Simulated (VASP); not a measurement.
## GaN: single point with PBE

GaN:

```xyz
2
Lattice="0.0000 2.2230 2.2230 2.2230 0.0000 2.2230 2.2230 2.2230 0.0000" Properties=species:S:1:pos:R:3 pbc="T T T"
Ga    0.0000    0.0000    0.0000
N     1.1115    1.1115    1.1115
```

* Program: VASP 6.6.1
* Task: single point
* Functional: PBE
* Potentials or basis: VASP PAW PBE potentials, release 64 (Ga_d, N)
* Cutoff: 520 eV
* k mesh: 10 × 10 × 10
* Occupations: fermi-dirac, width 0.05 eV
* Spin: no spin polarisation

```json
{"Pressure": "13.7 GPa", "Band gap on the k mesh": "1.99 eV, direct"}
```

Levels at points of the mesh, in eV from the valence-band top:
| k point | band 7 | band 8 | band 9 | band 10 | band 11 | band 12 |
| --- | --- | --- | --- | --- | --- | --- |
| (0.00, 0.00, 0.00) | 0.00 | 0.00 | 0.00 | 1.99 | 10.56 | 10.56 |
| (0.50, 0.00, 0.00) | -7.31 | -1.02 | -1.02 | 4.92 | 8.93 | 10.58 |
| (0.50, 0.50, 0.00) | -6.29 | -2.85 | -2.85 | 3.36 | 6.90 | 12.00 |

Run time: 11 s on 1 thread of Intel(R) Xeon(R) Platinum 8259CL CPU @ 2.50GHz (Skylake/Cascade Lake) (shared host), peak memory 0.14 GiB.

As with any semilocal functional, this PBE gap is likely too small.
